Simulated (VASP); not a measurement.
Ag16Br3Cl13, 64 atoms in the cell. The typed cell holds 64 atoms: a = 10.982 Å, b = 10.982 Å, c = 10.982 Å, α = 90.00°, β = 90.00°, γ = 90.00°. 

- Program: VASP 6.6.1
- Task: relaxation of volume and atoms at fixed shape
- Functional: PBEsol
- Potentials or basis: VASP PAW PBE potentials, release 64 (Cl, Br, Ag)
- Cutoff: 500 eV
- k mesh: 1 × 1 × 1, shifted
- Occupations: fermi-dirac, width 0.05 eV
- Spin: no spin polarisation
- Dipole correction: no
- Further INCAR settings: LREAL = Auto; ALGO = Normal; EDIFF = 1e-07; ISYM = -1; IBRION = 2; EDIFFG = -0.03; NSW = 100; ISIF = 8

Potentials or basis: VASP PAW PBE potentials, release 64 (Cl, Br, Ag).

Command:

```bash
$ cat potpaw_PBE.64/Cl/POTCAR potpaw_PBE.64/Br/POTCAR potpaw_PBE.64/Ag/POTCAR > POTCAR
$ mpirun -np 4 vasp_std > vasp.out
```

Hardware: 4 MPI ranks on Intel(R) Xeon(R) Platinum 8259CL CPU @ 2.50GHz (Skylake/Cascade Lake), on a shared host.

Problem. How long does it take, and how much memory?

Solution. It took 24 min on 4 MPI ranks on Intel(R) Xeon(R) Platinum 8259CL CPU @ 2.50GHz (Skylake/Cascade Lake), on a shared host, peak memory 0.47 GiB a rank. Counts: scf iterations 99, k points 1, ion steps 9.
